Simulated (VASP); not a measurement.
Mg, 2 atoms in the cell. It takes space group P6_3/mmc (No. 194, hexagonal). The conventional cell has a = 3.133 Å, b = 3.133 Å, c = 5.085 Å, α = 90.00°, β = 90.00°, γ = 120.00°. Within 4.1 Å of Mg (site symmetry -6m2) lie 12 Mg at 3.12 to 3.13 Å. 

| Property | Result |
| --- | --- |
| Program | VASP 6.6.1 |
| Task | single point |
| Functional | LDA |
| Potentials or basis | VASP PAW LDA potentials, release 64 (Mg) |
| Cutoff | 520 eV |
| k mesh | 12 × 12 × 6 |
| Occupations | methfessel-paxton, width 0.01 eV |
| Spin | no spin polarisation |
| Dipole correction | no |
| Further INCAR settings | ALGO = Normal; EDIFF = 1e-06; NBANDS = 9 |

Potentials or basis: VASP PAW LDA potentials, release 64 (Mg).

Launch:

```console
$ cat potpaw_LDA.64/Mg/POTCAR > POTCAR
$ mpirun -np 1 vasp_std > vasp.out
```

Hardware: 1 thread of AMD EPYC 7R13 (shared host).

Estimate the wall time of this run.

Wall time 32 s on 1 thread of AMD EPYC 7R13 (shared host), peak memory 0.13 GiB. Counts: scf iterations 9, k points 76.
